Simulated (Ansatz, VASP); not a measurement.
Two plane-wave programs on Li2S

```
CELL_PARAMETERS angstrom
-0.01427 2.85400 2.85400
2.83973 0.00000 2.83973
2.85400 2.85400 -0.01427
ATOMIC_POSITIONS crystal
Li 0.25000 0.25000 0.25000
Li 0.75000 0.75000 0.75000
S 0.00000 0.00000 0.00000
```

Change from the starting cell: strain -0.0100 x Voigt [0, 0, 0, 0, 1, 0], atoms carried along.

Alike in both runs: task single point; functional PBE; k mesh 8 × 8 × 8; occupations gaussian, width 0.05 eV; no spin polarisation.

|  | VASP | Ansatz |
| --- | --- | --- |
| version | VASP 6.6.1 | Ansatz 0.2.0 |
| potentials or method | VASP PAW PBE potentials, release 64 (Li_sv, S), cutoff 750 eV | scalar-relativistic, plane waves, PAW |
| valence electrons in the cell | 12 | 12 |

VASP gave:

```
gap on the k mesh at the Fermi level (eV)                     : 3.38
least direct gap on the mesh (eV)                             : 4.23
pressure (GPa)                                                : -0.2
traceless stress, the component that is largest in VASP (GPa) : 0.35
rms of the force components (eV/Å)                            : 0.005
```

Q: What did Ansatz give for the same quantities?

A: gap on the k mesh at the Fermi level (eV): 3.38; least direct gap on the mesh (eV): 4.22; pressure (GPa): 0.0; traceless stress, the component that is largest in VASP (GPa): 0.35; rms of the force components (eV/Å): 0.005.

Atom by atom the forces differ by 0.000 eV/Å (rms over components).
